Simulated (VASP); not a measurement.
# SrTiO3 (tilted perovskite) (I4/mcm) in VASP: single point with r2SCAN

Aim: the single point of SrTiO3 (tilted perovskite) with r2SCAN.

Program: VASP 6.6.1. These are calculated values, not measurements. Logs are shortened: lines on timing, memory, paths and dates and some standing lists are left out, and cuts for length are marked.

### Step 1. The cell of the first run

Symmetry: I4/mcm, No. 140, tetragonal system. Conventional cell: a = 5.343 Å, b = 5.343 Å, c = 7.635 Å, α = 90.00°, β = 90.00°, γ = 90.00°. Within 3.3 Å of Sr (site symmetry -42m) lie 12 O at 2.54 to 2.84 Å and 8 Ti at 3.28 Å. Ti (site symmetry 4/m) has 6 O at 1.90 to 1.91 Å within 2.5 Å. O (site symmetry 422) has 2 Ti at 1.91 Å within 2.5 Å. O (site symmetry m2m) has 2 Ti at 1.90 Å within 2.5 Å.

### Step 2. Single point, r2SCAN

Contents of POSCAR:

```
SrTiO3
1.0
   -2.6716473137      2.6716473137      3.8176731140
    2.6716473137     -2.6716473137      3.8176731140
    2.6716473137      2.6716473137     -3.8176731140
Sr Ti O
2 2 6
Direct
    0.7500000000      0.2500000000      0.5000000000
    0.2500000000      0.7500000000      0.5000000000
    0.0000000000      0.0000000000      0.0000000000
    0.5000000000      0.5000000000      0.0000000000
    0.2500000000      0.2500000000      0.0000000000
    0.7500000000      0.7500000000      0.0000000000
    0.7789304338      0.2789304338      0.0578608676
    0.2210695662      0.7210695662      0.9421391324
    0.2789304338      0.2210695662      0.5000000000
    0.7210695662      0.7789304338      0.5000000000
```

Contents of INCAR.step1:

```
SYSTEM = SrTiO3
PREC = Accurate
ENCUT = 520
ISMEAR = 0
SIGMA = 0.01
LREAL = .False.
LASPH = .True.
NELM = 60
NBANDS = 51
GGA = PE
ALGO = Normal
EDIFF = 1E-4
LWAVE = .True.
LCHARG = .False.
```

Contents of INCAR.step2:

```
SYSTEM = SrTiO3
PREC = Accurate
ENCUT = 520
EDIFF = 1E-7
ISMEAR = 0
SIGMA = 0.01
LREAL = .False.
LASPH = .True.
NELM = 60
ALGO = Normal
ISIF = 2
LWAVE = .False.
LCHARG = .False.
METAGGA = R2SCAN
LMIXTAU = .True.
NBANDS = 51
ISTART = 1
```

Contents of KPOINTS:

```
Automatic mesh
0
Gamma
  6 6 6
  0 0 0
```

Potentials or basis: VASP PAW PBE potentials, release 64 (Sr_sv, Ti_sv, O).

Run with:

```sh
> cat potpaw_PBE.64/Sr_sv/POTCAR potpaw_PBE.64/Ti_sv/POTCAR potpaw_PBE.64/O/POTCAR > POTCAR
> cp INCAR.step1 INCAR
> mpirun -np 1 vasp_std > vasp.out
> cp INCAR.step2 INCAR
> mpirun -np 1 vasp_std > vasp.out
```

OUTCAR:

```text
SYSTEM = SrTiO3
   PREC = Accurate
   ENCUT = 520
   EDIFF = 1E-7
   ISMEAR = 0
   LREAL = .False.
   LASPH = .True.
   NELM = 60
   ISIF = 2
   METAGGA = R2SCAN
   ISTART = 1

 ion  position               nearest neighbor table
   1  0.750  0.250  0.500-   7 2.54   8 2.54   9 2.54  10 2.54   5 2.67   6 2.67   6 2.67   5 2.67
                             7 2.84   9 2.84  10 2.84   8 2.84   3 3.28   3 3.28   4 3.28   4 3.28
   2  0.250  0.750  0.500-   7 2.54   8 2.54   9 2.54  10 2.54   5 2.67   6 2.67   5 2.67   6 2.67
                             9 2.84   7 2.84  10 2.84   8 2.84   4 3.28   3 3.28   4 3.28   3 3.28
   3  0.000  0.000  0.000-   7 1.90   8 1.90   9 1.90  10 1.90   5 1.91   6 1.91   1 3.28   2 3.28
                             1 3.28   1 3.28   2 3.28   2 3.28   1 3.28   2 3.28
   4  0.500  0.500  0.000-   7 1.90   8 1.90  10 1.90   9 1.90   5 1.91   6 1.91   1 3.28   2 3.28
                             2 3.28   1 3.28   2 3.28   1 3.28   2 3.28   1 3.28
   5  0.250  0.250  0.000-   3 1.91   4 1.91   1 2.67   2 2.67   2 2.67   1 2.67
   6  0.750  0.750  0.000-   3 1.91   4 1.91   1 2.67   2 2.67   1 2.67   2 2.67
   7  0.779  0.279  0.058-   3 1.90   4 1.90   1 2.54   2 2.54   1 2.84   2 2.84
   8  0.221  0.721  0.942-   3 1.90   4 1.90   1 2.54   2 2.54   1 2.84   2 2.84
   9  0.279  0.221  0.500-   4 1.90   3 1.90   1 2.54   2 2.54   2 2.84   1 2.84
  10  0.721  0.779  0.500-   3 1.90   4 1.90   1 2.54   2 2.54   2 2.84   1 2.84

  LATTYP: Found a body centered tetragonal cell.
 ALAT       =     5.3432946274
 C/A-ratio  =     1.4289584910

  Lattice vectors:

 A1 = (  -2.6716473137,   2.6716473137,   3.8176731140)
 A2 = (   2.6716473137,  -2.6716473137,   3.8176731140)
 A3 = (   2.6716473137,   2.6716473137,  -3.8176731140)

Analysis of symmetry for initial positions (statically):
=====================================================================
 Subroutine PRICEL returns:
 Original cell was already a primitive cell.

 Routine SETGRP: Setting up the symmetry group for a
 body centered tetragonal supercell.

 Subroutine GETGRP returns: Found 16 space group operations
 (whereof  8 operations were pure point group operations)
 out of a pool of 16 trial point group operations.

The static configuration has the point symmetry C_4h.
 The point group associated with its full space group is D_4h.

Analysis of symmetry for dynamics (positions and initial velocities):
=====================================================================
 Subroutine PRICEL returns:
 Original cell was already a primitive cell.

 Routine SETGRP: Setting up the symmetry group for a
 body centered tetragonal supercell.

 Subroutine GETGRP returns: Found 16 space group operations
 (whereof  8 operations were pure point group operations)
 out of a pool of 16 trial point group operations.

The dynamic configuration has the point symmetry C_4h.
 The point group associated with its full space group is D_4h.

 Subroutine INISYM returns: Found 16 space group operations
 (whereof  8 operations are pure point group operations),
 and found     1 'primitive' translations

----------------------------------------------------------------------------------------

                                     Primitive cell

  volume of cell :     108.9976

  direct lattice vectors                    reciprocal lattice vectors
    -2.671647314  2.671647314  3.817673114     0.000000000  0.187150451  0.130969830
     2.671647314 -2.671647314  3.817673114     0.187150451  0.000000000  0.130969830
     2.671647314  2.671647314 -3.817673114     0.187150451  0.187150451  0.000000000

  length of vectors
     5.371222090  5.371222090  5.371222090     0.228425891  0.228425891  0.264670706

  position of ions in fractional coordinates (direct lattice)
     0.750000000  0.250000000  0.500000000
     0.250000000  0.750000000  0.500000000
     0.000000000  0.000000000  0.000000000
     0.500000000  0.500000000  0.000000000
     0.250000000  0.250000000  0.000000000
     0.750000000  0.750000000  0.000000000
     0.778930434  0.278930434  0.057860868
     0.221069566  0.721069566  0.942139132
     0.278930434  0.221069566  0.500000000
     0.721069566  0.778930434  0.500000000

  ion indices of the primitive-cell ions
   primitive index   ion index
                 1           1
                 2           2
                 3           3
                 4           4
                 5           5
                 6           6
                 7           7
                 8           8
                 9           9
                10          10

----------------------------------------------------------------------------------------

 KPOINTS: Automatic mesh

Automatic generation of k-mesh.
 Grid dimensions read from file:
 generate k-points for:    6    6    6

 Generating k-lattice:

  Cartesian coordinates                     Fractional coordinates (reciprocal lattice)
     0.000000000  0.031191742  0.021828305     0.166666667 -0.000000000  0.000000000
     0.031191742  0.000000000  0.021828305    -0.000000000  0.166666667  0.000000000
     0.031191742  0.031191742  0.000000000     0.000000000  0.000000000  0.166666667

  Length of vectors
     0.038070982  0.038070982  0.044111784

  Shift w.r.t. Gamma in fractional coordinates (k-lattice)
     0.000000000  0.000000000  0.000000000

 Subroutine IBZKPT returns following result:
 ===========================================

 Found     30 irreducible k-points:

 Following reciprocal coordinates:
            Coordinates               Weight
  0.000000  0.000000  0.000000      1.000000
  0.166667  0.000000 -0.000000      8.000000
  0.333333 -0.000000  0.000000      8.000000
  0.500000  0.000000  0.000000      4.000000
  0.166667  0.166667 -0.000000      8.000000
  0.333333  0.166667  0.000000     16.000000
[... 16 lines left out ...]
 -0.333333 -0.333333  0.166667      8.000000
 -0.166667 -0.333333  0.166667      8.000000
 [... further k-points ...]
   k-points           NKPTS =     30   k-points in BZ     NKDIM =     30   number of bands    NBANDS=     51
   number of dos      NEDOS =    301   number of ions     NIONS =     10
   total plane-waves  NPLWV =  64000
   dimension x,y,z NGX =    40 NGY =   40 NGZ =   40
   dimension x,y,z NGXF=    80 NGYF=   80 NGZF=   80
   ions per type =               2   2   6
   NGX,Y,Z   is equivalent  to a cutoff of  12.38, 12.38, 12.38 a.u.
   NGXF,Y,Z  is equivalent  to a cutoff of  24.76, 24.76, 24.76 a.u.
 SYSTEM =  SrTiO3
   PREC   = accura    normal or accurate (medium, high low for compatibility)
   ISTART =      1    job   : 0-new  1-cont  2-samecut
   ICHARG =      0    charge: 1-file 2-atom 10-const
   ISPIN  =      1    spin polarized calculation?
   LNONCOLLINEAR =      F non collinear calculations
   LSORBIT =      F    spin-orbit coupling
   LASPH  =      T    aspherical Exc in radial PAW
   ENCUT  =  520.0 eV  38.22 Ry    6.18 a.u.   9.99  9.99  9.99*2*pi/ulx,y,z
   NELM   =     60;   NELMIN=  2; NELMDL=  0     # of ELM steps
   EDIFF  = 0.1E-06   stopping-criterion for ELM
   LREAL  =      F    real-space projection
   EDIFFG = 0.1E-05   stopping-criterion for IOM
   NSW    =      0    number of steps for IOM
   IBRION =     -1    ionic relax: 0-MD 1-quasi-New 2-CG
   NFREE  =      0    steps in history (QN), initial steepest desc. (CG)
   ISIF   =      2    stress and relaxation
   ISYM   =      2    0-nonsym 1-usesym 2-fastsym
   POTIM  = 0.5000    time-step for ionic-motion
   TEBEG  =    0.0;   TEEND  =   0.0 temperature during run
   PSTRESS=    0.0 pullay stress
   NELECT =      80.0000    total number of electrons
   NUPDOWN=      -1.0000    fix difference up-down
   EMIN   =  10.00;   EMAX   =-10.00  energy-range for DOS
   EFERMI =   0.00;   METHOD = LEGACY
   ISMEAR =     0;   SIGMA  =   0.01  broadening in eV -4-tet -1-fermi 0-gaus
   EFERMI_NEDOS =   21; number of points for ismear=-14 and -15
   IALGO  =     38    algorithm
   IMIX   =      4    mixing-type and parameters
     AMIX     =   0.40;   BMIX     =  1.00
     AMIX_MAG =   1.60;   BMIX_MAG =  1.00
  volume/ion in A,a.u.               =      10.90        73.56
  Fermi-wavevector in a.u.,A,eV,Ry     =   1.476723  2.790603 29.670389  2.180712
  Thomas-Fermi vector in A             =   2.591215
   LORBIT       =      0    0 simple, 1 ext, 2 COOP (PROOUT), +10 PAW based schemes
   METAGGA = R2SCAN    functional components
   LHFCALC =     F    Hartree Fock is set to
   AEXX    =    0.0000 exact exchange contribution
   IVDW    =     0    specifies the selected vdW correction
   LEPSILON=     F    determine dielectric tensor
   LRPA    =     F    only Hartree local field effects (RPA)
 non-spin polarized calculation
 Gauss-broadening in eV      SIGMA  =   0.01
  energy-cutoff  :      520.00
  volume of cell :      109.00
 maximum number of plane-waves:      2946
   NGX = 19   NGY = 19   NGZ = 19

 number of electron      80.0000009 magnetization

 Free energy of the ion-electron system (eV)
  ---------------------------------------------------
  ext. energy  EPLUGINS =         0.00000000
  ---------------------------------------------------
  free energy    TOTEN  =      -125.98727680 eV

  energy without entropy =     -125.98727680  energy(sigma->0) =     -125.98727680

 E-fermi :   4.5314     XC(G=0): -12.4531

 val. band max:        4.4321004736   @ k =  -0.1667   0.1667   0.0000
 cond. band min:       7.0466898082   @ k =   0.0000   0.0000   0.0000
 fundamental gap:      2.6145893345
 Fermi energy:         4.5314114183

 k-point     1 :       0.0000    0.0000    0.0000
  band No.  band energies     occupation
      1     -53.7610      2.00000
      2     -53.7528      2.00000
      3     -29.1294      2.00000
      4     -29.1294      2.00000
      5     -29.1223      2.00000
      6     -29.0198      2.00000
[... 43 lines left out ...]
     50      11.2734      0.00000
     51      12.6814      0.00000
[... 1240 lines left out ...]
     50      12.2392      0.00000
     51      12.5543      0.00000

 [... further k-points ...]

------------------------ aborting loop because EDIFF is reached ----------------------------------------

  FORCE on cell =-STRESS in cart. coord.  units (eV):
  Direction    XX          YY          ZZ          XY          YZ          ZX
  --------------------------------------------------------------------------------------
  -------------------------------------------------------------------------------------
  Total       14.4773908     14.4773908     14.5177681      0.0000000      0.0000000      0.0000000
  in kB      212.8060144    212.8060144    213.3995282      0.0000000      0.0000000      0.0000000
  external PRESSURE =     213.0038524 kB  Pullay stress =       0.0000000 kB

 VOLUME and BASIS-vectors are now :
 -----------------------------------------------------------------------------
  energy-cutoff  :      520.00
  volume of cell :      109.00
      direct lattice vectors                 reciprocal lattice vectors
    -2.671647314  2.671647314  3.817673114     0.000000000  0.187150451  0.130969830
     2.671647314 -2.671647314  3.817673114     0.187150451  0.000000000  0.130969830
     2.671647314  2.671647314 -3.817673114     0.187150451  0.187150451  0.000000000

 POSITION                                       TOTAL-FORCE (eV/Angst)
 -----------------------------------------------------------------------------------
     -0.00000      2.67165      1.90884        -0.000000      0.000000      0.000000
      2.67165     -0.00000      1.90884        -0.000000      0.000000      0.000000
      0.00000      0.00000      0.00000        -0.000000      0.000000      0.000000
      0.00000      0.00000      3.81767        -0.000000      0.000000      0.000000
      0.00000      0.00000      1.90884        -0.000000      0.000000      0.000000
      0.00000      0.00000      5.72651        -0.000000      0.000000      0.000000
     -1.18124      1.49041      3.81767        -0.003263     -0.003263     -0.000000
      3.85289      1.18124      0.00000         0.003263      0.003263      0.000000
      1.18124      1.49041      0.00000         0.003263     -0.003263      0.000000
      1.49041      1.18124      3.81767        -0.003263      0.003263     -0.000000
 -----------------------------------------------------------------------------------
    total drift:                               -0.000000     -0.000000      0.000000

  FREE ENERGIE OF THE ION-ELECTRON SYSTEM (eV)
  ---------------------------------------------------
  free  energy   TOTEN  =      -125.9872768004 eV

  energy  without entropy=     -125.9872768004  energy(sigma->0) =     -125.98727680
```

Wall time 24 min (1 thread of Oxide Virtual Turin-like, shared host); peak memory 0.32 GiB.

What came out:

```
Free energy            : -125.9873 eV
Pressure               : 21.3 GPa
Largest force          : 0.005 eV/Å
Band gap on the k mesh : 2.61 eV, indirect (least direct gap 2.63 eV)
```

Forces on the atoms (eV/Å):
```
Sr   0.000  0.000  0.000
Sr   0.000  0.000  0.000
Ti   0.000  0.000  0.000
Ti   0.000  0.000  0.000
O    0.000  0.000  0.000
O    0.000  0.000  0.000
O   -0.003 -0.003  0.000
O    0.003  0.003  0.000
O    0.003 -0.003  0.000
O   -0.003  0.003  0.000
```

Caveat: the PAW data sets were made with another functional, which shifts forces and pressure a little.
